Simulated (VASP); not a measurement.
# RbTiCu3Se4 (P-43m) in VASP: single point with LDA

Aim: the single point of RbTiCu3Se4 with LDA.

All numbers are computed with VASP 6.6.1; they aren't measurements. Logs are shortened: lines on timing, memory, paths and dates and some standing lists are left out, and cuts for length are marked.

### 1 The cell of the first run

The structure is cubic, space group P-43m (No. 215). The conventional cell has a = 6.156 Å, b = 6.156 Å, c = 6.156 Å, α = 90.00°, β = 90.00°, γ = 90.00°. Rb (site symmetry -43m) has 4 Se at 2.98 Å within 3.9 Å. Within 3.1 Å of Ti (site symmetry -43m) lie 4 Se at 2.35 Å and 6 Cu at 3.08 Å. Within 3.4 Å of Cu (site symmetry -42m) lie 4 Se at 2.58 Å and 2 Ti at 3.08 Å. Se (site symmetry 3m) has 1 Ti at 2.35 Å and 3 Cu at 2.58 Å and 1 Rb at 2.98 Å within 3.1 Å.

### 2 Single point, LDA

Contents of INCAR:

```
PREC = Accurate
ENCUT = 520
EDIFF = 1E-7
ISMEAR = 0
SIGMA = 0.01
LREAL = F
LASPH = T
NELM = 100
ALGO = Normal
ISIF = 2
LWAVE = F
LCHARG = F
NBANDS = 49
```

Contents of KPOINTS:

```
Automatic mesh
0
Gamma
  3 3 3
```

Contents of POSCAR:

```
RbTiCu3Se4
1.0
    6.1561630000      0.0000000000      0.0000000000
    0.0000000000      6.1561630000      0.0000000000
    0.0000000000      0.0000000000      6.1561630000
Rb Ti Cu Se
1 1 3 4
Direct
    0.5000000000      0.5000000000      0.5000000000
    0.0000000000      0.0000000000      0.0000000000
    0.0000000000      0.5000000000      0.0000000000
    0.0000000000      0.0000000000      0.5000000000
    0.5000000000      0.0000000000      0.0000000000
    0.2200860000      0.2200860000      0.2200860000
    0.7799140000      0.7799140000      0.2200860000
    0.2200860000      0.7799140000      0.7799140000
    0.7799140000      0.2200860000      0.7799140000
```

Potentials or basis: VASP PAW LDA potentials, release 64 (Rb_sv, Ti_sv, Cu, Se).

The run is started by

```console
cat potpaw_LDA.64/Rb_sv/POTCAR potpaw_LDA.64/Ti_sv/POTCAR potpaw_LDA.64/Cu/POTCAR potpaw_LDA.64/Se/POTCAR > POTCAR
mpirun -np 1 vasp_std > vasp.out
```

OUTCAR:

```text
PREC = Accurate
   ENCUT = 520
   EDIFF = 1E-7
   ISMEAR = 0
   LREAL = F
   LASPH = T
   NELM = 100
   ISIF = 2

 ion  position               nearest neighbor table
   1  0.500  0.500  0.500-   6 2.98   7 2.98   8 2.98   9 2.98
   2  0.000  0.000  0.000-   6 2.35   7 2.35   8 2.35   9 2.35
   3  0.000  0.500  0.000-   6 2.58   7 2.58   8 2.58   9 2.58
   4  0.000  0.000  0.500-   6 2.58   7 2.58   8 2.58   9 2.58
   5  0.500  0.000  0.000-   6 2.58   7 2.58   8 2.58   9 2.58
   6  0.220  0.220  0.220-   2 2.35   3 2.58   4 2.58   5 2.58   1 2.98
   7  0.780  0.780  0.220-   2 2.35   3 2.58   4 2.58   5 2.58   1 2.98
   8  0.220  0.780  0.780-   2 2.35   3 2.58   4 2.58   5 2.58   1 2.98
   9  0.780  0.220  0.780-   2 2.35   3 2.58   4 2.58   5 2.58   1 2.98

  LATTYP: Found a simple cubic cell.
 ALAT       =     6.1561630000

  Lattice vectors:

 A1 = (   6.1561630000,   0.0000000000,   0.0000000000)
 A2 = (   0.0000000000,   6.1561630000,   0.0000000000)
 A3 = (   0.0000000000,   0.0000000000,   6.1561630000)

Analysis of symmetry for initial positions (statically):
=====================================================================
 Subroutine PRICEL returns:
 Original cell was already a primitive cell.

 Routine SETGRP: Setting up the symmetry group for a
 simple cubic supercell.

 Subroutine GETGRP returns: Found 24 space group operations
 (whereof 24 operations were pure point group operations)
 out of a pool of 48 trial point group operations.

The static configuration has the point symmetry T_d .

Analysis of symmetry for dynamics (positions and initial velocities):
=====================================================================
 Subroutine PRICEL returns:
 Original cell was already a primitive cell.

 Routine SETGRP: Setting up the symmetry group for a
 simple cubic supercell.

 Subroutine GETGRP returns: Found 24 space group operations
 (whereof 24 operations were pure point group operations)
 out of a pool of 48 trial point group operations.

The dynamic configuration has the point symmetry T_d .

 Subroutine INISYM returns: Found 24 space group operations
 (whereof 24 operations are pure point group operations),
 and found     1 'primitive' translations

----------------------------------------------------------------------------------------

                                     Primitive cell

  volume of cell :     233.3084

  direct lattice vectors                    reciprocal lattice vectors
     6.156163000  0.000000000  0.000000000     0.162438844  0.000000000  0.000000000
     0.000000000  6.156163000  0.000000000     0.000000000  0.162438844  0.000000000
     0.000000000  0.000000000  6.156163000     0.000000000  0.000000000  0.162438844

  length of vectors
     6.156163000  6.156163000  6.156163000     0.162438844  0.162438844  0.162438844

  position of ions in fractional coordinates (direct lattice)
     0.500000000  0.500000000  0.500000000
     0.000000000  0.000000000  0.000000000
     0.000000000  0.500000000  0.000000000
     0.000000000  0.000000000  0.500000000
     0.500000000  0.000000000  0.000000000
     0.220086000  0.220086000  0.220086000
     0.779914000  0.779914000  0.220086000
     0.220086000  0.779914000  0.779914000
     0.779914000  0.220086000  0.779914000

  ion indices of the primitive-cell ions
   primitive index   ion index
                 1           1
                 2           2
                 3           3
                 4           4
                 5           5
                 6           6
                 7           7
                 8           8
                 9           9

----------------------------------------------------------------------------------------

 KPOINTS: Automatic mesh

Automatic generation of k-mesh.
 Grid dimensions read from file:
 generate k-points for:    3    3    3

 Generating k-lattice:

  Cartesian coordinates                     Fractional coordinates (reciprocal lattice)
     0.054146281  0.000000000  0.000000000     0.333333333  0.000000000  0.000000000
     0.000000000  0.054146281  0.000000000     0.000000000  0.333333333  0.000000000
     0.000000000  0.000000000  0.054146281     0.000000000  0.000000000  0.333333333

  Length of vectors
     0.054146281  0.054146281  0.054146281

  Shift w.r.t. Gamma in fractional coordinates (k-lattice)
     0.000000000  0.000000000  0.000000000

 Subroutine IBZKPT returns following result:
 ===========================================

 Found      4 irreducible k-points:

 Following reciprocal coordinates:
            Coordinates               Weight
  0.000000  0.000000  0.000000      1.000000
  0.333333  0.000000  0.000000      6.000000
  0.333333  0.333333  0.000000     12.000000
  0.333333  0.333333  0.333333      8.000000
   k-points           NKPTS =      4   k-points in BZ     NKDIM =      4   number of bands    NBANDS=     49
   number of dos      NEDOS =    301   number of ions     NIONS =      9
   total plane-waves  NPLWV = 110592
   dimension x,y,z NGX =    48 NGY =   48 NGZ =   48
   dimension x,y,z NGXF=    96 NGYF=   96 NGZF=   96
   ions per type =               1   1   3   4
   NGX,Y,Z   is equivalent  to a cutoff of  12.96, 12.96, 12.96 a.u.
   NGXF,Y,Z  is equivalent  to a cutoff of  25.92, 25.92, 25.92 a.u.
 SYSTEM =  unknown system
   PREC   = accura    normal or accurate (medium, high low for compatibility)
   ISTART =      0    job   : 0-new  1-cont  2-samecut
   ICHARG =      2    charge: 1-file 2-atom 10-const
   ISPIN  =      1    spin polarized calculation?
   LNONCOLLINEAR =      F non collinear calculations
   LSORBIT =      F    spin-orbit coupling
   LASPH  =      T    aspherical Exc in radial PAW
   ENCUT  =  520.0 eV  38.22 Ry    6.18 a.u.  11.45 11.45 11.45*2*pi/ulx,y,z
   NELM   =    100;   NELMIN=  2; NELMDL= -5     # of ELM steps
   EDIFF  = 0.1E-06   stopping-criterion for ELM
   LREAL  =      F    real-space projection
   EDIFFG = 0.1E-05   stopping-criterion for IOM
   NSW    =      0    number of steps for IOM
   IBRION =     -1    ionic relax: 0-MD 1-quasi-New 2-CG
   NFREE  =      0    steps in history (QN), initial steepest desc. (CG)
   ISIF   =      2    stress and relaxation
   ISYM   =      2    0-nonsym 1-usesym 2-fastsym
   POTIM  = 0.5000    time-step for ionic-motion
   TEBEG  =    0.0;   TEEND  =   0.0 temperature during run
   PSTRESS=    0.0 pullay stress
   NELECT =      78.0000    total number of electrons
   NUPDOWN=      -1.0000    fix difference up-down
   EMIN   =  10.00;   EMAX   =-10.00  energy-range for DOS
   EFERMI =   0.00;   METHOD = LEGACY
   ISMEAR =     0;   SIGMA  =   0.01  broadening in eV -4-tet -1-fermi 0-gaus
   EFERMI_NEDOS =   21; number of points for ismear=-14 and -15
   IALGO  =     38    algorithm
   IMIX   =      4    mixing-type and parameters
     AMIX     =   0.40;   BMIX     =  1.00
     AMIX_MAG =   1.60;   BMIX_MAG =  1.00
  volume/ion in A,a.u.               =      25.92       174.94
  Fermi-wavevector in a.u.,A,eV,Ry     =   1.136221  2.147147 17.565105  1.290999
  Thomas-Fermi vector in A             =   2.272926
   LORBIT       =      0    0 simple, 1 ext, 2 COOP (PROOUT), +10 PAW based schemes
   GGA     = CA    functional components
   LHFCALC =     F    Hartree Fock is set to
   AEXX    =    0.0000 exact exchange contribution
   IVDW    =     0    specifies the selected vdW correction
   LEPSILON=     F    determine dielectric tensor
   LRPA    =     F    only Hartree local field effects (RPA)
 non-spin polarized calculation
 Gauss-broadening in eV      SIGMA  =   0.01
  energy-cutoff  :      520.00
  volume of cell :      233.31
 maximum number of plane-waves:      6355
 NGX is ok and might be reduce to    48
   NGX = 23   NGY = 23   NGZ = 23

 number of electron      77.9999915 magnetization

 Free energy of the ion-electron system (eV)
  ---------------------------------------------------
  ext. energy  EPLUGINS =         0.00000000
  ---------------------------------------------------
  free energy    TOTEN  =       -45.22189377 eV

  energy without entropy =      -45.22189377  energy(sigma->0) =      -45.22189377

 E-fermi :   2.0373     XC(G=0):  -9.0651

 val. band max:        1.8385067630   @ k =   0.3333   0.3333   0.3333
 cond. band min:       3.0804996841   @ k =   0.0000   0.0000   0.0000
 fundamental gap:      1.2419929211
 Fermi energy:         2.0373185565

 k-point     1 :       0.0000    0.0000    0.0000
  band No.  band energies     occupation
      1     -54.1119      2.00000
      2     -30.8093      2.00000
      3     -30.8093      2.00000
      4     -30.8093      2.00000
      5     -23.9816      2.00000
      6     -10.9634      2.00000
[... 41 lines left out ...]
     48       6.4602      0.00000
     49       6.4602      0.00000

 k-point     2 :       0.3333    0.0000    0.0000
  band No.  band energies     occupation
      1     -54.1119      2.00000
      2     -30.8095      2.00000
      3     -30.8093      2.00000
      4     -30.8093      2.00000
      5     -23.9815      2.00000
      6     -10.9466      2.00000
[... 41 lines left out ...]
     48       6.8404      0.00000
     49       6.8755      0.00000

 k-point     3 :       0.3333    0.3333    0.0000
  band No.  band energies     occupation
      1     -54.1119      2.00000
      2     -30.8095      2.00000
      3     -30.8094      2.00000
      4     -30.8093      2.00000
      5     -23.9814      2.00000
      6     -10.8769      2.00000
[... 41 lines left out ...]
     48       6.5969      0.00000
     49       6.9276      0.00000

 k-point     4 :       0.3333    0.3333    0.3333
  band No.  band energies     occupation
      1     -54.1119      2.00000
      2     -30.8095      2.00000
      3     -30.8095      2.00000
      4     -30.8095      2.00000
      5     -23.9814      2.00000
      6     -10.7903      2.00000
[... 41 lines left out ...]
     48       7.1676      0.00000
     49       7.4834      0.00000

------------------------ aborting loop because EDIFF is reached ----------------------------------------

  FORCE on cell =-STRESS in cart. coord.  units (eV):
  Direction    XX          YY          ZZ          XY          YZ          ZX
  --------------------------------------------------------------------------------------
  -------------------------------------------------------------------------------------
  Total       -4.9155164     -4.9155164     -4.9155164      0.0000000      0.0000000     -0.0000000
  in kB      -33.7558773    -33.7558773    -33.7558773      0.0000000      0.0000000     -0.0000000
  external PRESSURE =     -33.7558773 kB  Pullay stress =       0.0000000 kB

 VOLUME and BASIS-vectors are now :
 -----------------------------------------------------------------------------
  energy-cutoff  :      520.00
  volume of cell :      233.31
      direct lattice vectors                 reciprocal lattice vectors
     6.156163000  0.000000000  0.000000000     0.162438844  0.000000000  0.000000000
     0.000000000  6.156163000  0.000000000     0.000000000  0.162438844  0.000000000
     0.000000000  0.000000000  6.156163000     0.000000000  0.000000000  0.162438844

 POSITION                                       TOTAL-FORCE (eV/Angst)
 -----------------------------------------------------------------------------------
      3.07808      3.07808      3.07808        -0.000000     -0.000000      0.000000
      0.00000      0.00000      0.00000        -0.000000     -0.000000      0.000000
      0.00000      3.07808      0.00000        -0.000000     -0.000000      0.000000
      0.00000      0.00000      3.07808        -0.000000     -0.000000      0.000000
      3.07808      0.00000      0.00000        -0.000000     -0.000000      0.000000
      1.35489      1.35489      1.35489        -0.099313     -0.099313     -0.099313
      4.80128      4.80128      1.35489         0.099313      0.099313     -0.099313
      1.35489      4.80128      4.80128        -0.099313      0.099313      0.099313
      4.80128      1.35489      4.80128         0.099313     -0.099313      0.099313
 -----------------------------------------------------------------------------------
    total drift:                               -0.000000     -0.000000     -0.000000

  FREE ENERGIE OF THE ION-ELECTRON SYSTEM (eV)
  ---------------------------------------------------
  free  energy   TOTEN  =       -45.2218937714 eV

  energy  without entropy=      -45.2218937714  energy(sigma->0) =      -45.22189377
```

Wall time 50 s (1 thread of Intel Xeon Platinum 8559C (Emerald Rapids), shared host); peak memory 0.29 GiB.

Results:

```yaml
Free_energy: -45.2219 eV
Pressure: -3.4 GPa
Largest_force: 0.172 eV/Å
Band_gap_on_the_k_mesh: 1.24 eV, indirect (least direct gap 1.55 eV)
```

Forces on the atoms (eV/Å):
```
Rb   0.000  0.000  0.000
Ti   0.000  0.000  0.000
Cu   0.000  0.000  0.000
Cu   0.000  0.000  0.000
Cu   0.000  0.000  0.000
Se  -0.099 -0.099 -0.099
Se   0.099  0.099 -0.099
Se  -0.099  0.099  0.099
Se   0.099 -0.099  0.099
```

A k mesh can miss the band edges. A hybrid or GW would open this gap; LDA tends to underestimate it.
